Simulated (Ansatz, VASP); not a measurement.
**In3Se: VASP beside Ansatz**

Contents of INCAR:

```
ALGO = Normal
EDIFF = 1E-7
ENCUT = 520
GGA = PS
ISIF = 2
ISMEAR = -1
LASPH = True
LCHARG = False
LREAL = False
LWAVE = False
NBANDS = 30
NELM = 100
PREC = Accurate
SIGMA = 0.01
```

File KPOINTS:

```
k-points
0
Gamma
  10 10 10
```

Contents of POSCAR:

```
In3Se
1.0
    4.8037580000      0.0000000000      0.0000000000
    0.0000000000      4.8037580000      0.0000000000
    0.0000000000      0.0000000000      4.8037580000
In Se
3 1
Direct
    0.0000000000      0.5000000000      0.5000000000
    0.5000000000      0.0000000000      0.5000000000
    0.5000000000      0.5000000000      0.0000000000
    0.0000000000      0.0000000000      0.0000000000
```

Input for Ansatz:

```yaml
crystal:
  lattice:
    - [4.803758, 0.0, 0.0]
    - [0.0, 4.803758, 0.0]
    - [0.0, 0.0, 4.803758]
  atoms:
    - { symbol: In, position: [0.0, 0.5, 0.5] }
    - { symbol: In, position: [0.5, 0.0, 0.5] }
    - { symbol: In, position: [0.5, 0.5, 0.0] }
    - { symbol: Se, position: [0.0, 0.0, 0.0] }
basis:
  ecutwfc: 420
kpoints:
  mp_grid: { grid: [10, 10, 10] }
hamiltonian:
  xc: pbesol
scf:
  occupations: { method: fermi_dirac, width: 0.01 }
output:
  forces: true
  stress: true
  eigenvalues: true
```

Alike in both runs: task single point; functional PBEsol; k mesh 10 × 10 × 10; occupations fermi-dirac, width 0.01 eV; no spin polarisation.

|  | VASP | Ansatz |
| --- | --- | --- |
| version | VASP 6.6.1 | Ansatz 0.2.0 |
| potentials or method | VASP PAW PBE potentials, release 64 (In_d, Se), cutoff 520 eV | scalar-relativistic, plane waves, PAW |
| valence electrons in the cell | 45 | 55 |

```csv
,VASP,Ansatz,Ansatz less VASP
gap on the k mesh at the Fermi level (eV),none,none,-
pressure (GPa),-3.0,-3.0,+0.03
```

VASP's potentials were made for PBE, not for PBEsol. A gap of «none» marks a metal or a gap that the smearing closes. VASP's potentials hold 45 valence electrons a cell and Ansatz's 55, so a difference there can come from the potentials and not from the codes.
